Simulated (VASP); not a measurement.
**HfO2: single point with RPBE**

The system is HfO2.

```xyz
6
Lattice="3.6296 0.0000 0.0000 0.0000 3.6296 0.0000 0.0000 0.0000 5.3448" Properties=species:S:1:pos:R:3 pbc="T T T"
Hf    1.8148    1.8148    2.6724
Hf    0.0000    0.0000    0.0000
O     0.0000    1.8148    3.6749
O     1.8148    0.0000    4.3424
O     1.8148    0.0000    1.6700
O     0.0000    1.8148    1.0024
```

```
Program             : VASP 6.6.1
Task                : single point
Functional          : RPBE
Potentials or basis : VASP PAW PBE potentials, release 64 (Hf_pv, O)
Cutoff              : 520 eV
k mesh              : 6 × 6 × 4
Occupations         : gaussian, width 0.01 eV
Spin                : no spin polarisation
```

The pressure is -3.0 GPa. The largest force is 0.058 eV/Å and the band gap on the k mesh is 4.70 eV, indirect (least direct gap 4.76 eV).

Forces in eV/Å, atoms in the order of the input:
```
Hf   0.000  0.000  0.000
Hf   0.000  0.000  0.000
O    0.000  0.000 -0.058
O    0.000  0.000  0.058
O    0.000  0.000  0.058
O    0.000  0.000 -0.058
```

Stress tensor (GPa, compression positive):
```
-3.09  0.00  0.00
 0.00 -3.09  0.00
 0.00  0.00 -2.87
```

Levels at points of the mesh, in eV from the valence-band top:
```csv
k point,band 19,band 20,band 21,band 22,band 23,band 24,band 25,band 26
"(0.00, 0.00, 0.00)",-0.94,-0.19,-0.06,-0.06,4.70,4.75,5.83,5.90
"(0.50, 0.00, 0.00)",-1.33,-1.33,-0.16,-0.16,5.04,5.04,5.97,5.97
"(0.50, 0.50, 0.00)",-0.81,-0.81,-0.67,-0.67,5.73,5.73,6.04,6.04
"(0.00, 0.00, 0.50)",-0.79,-0.79,0.00,0.00,5.25,5.25,5.63,5.63
"(0.50, 0.00, 0.50)",-1.37,-1.37,-0.82,-0.82,5.12,5.12,5.56,5.56
"(0.50, 0.50, 0.50)",-1.52,-1.52,-0.17,-0.17,5.73,5.73,6.32,6.32
```

It took 27 s on 1 thread of Intel(R) Xeon(R) 6975P-C (Granite Rapids), with other jobs on the host, peak memory 0.2 GiB.

Caveat: the PAW data sets were made with another functional, which shifts forces and pressure a little; spin-orbit coupling is left out, which moves the levels of the heavy elements. RPBE gaps usually lie below the measured ones, often by a third to a half.
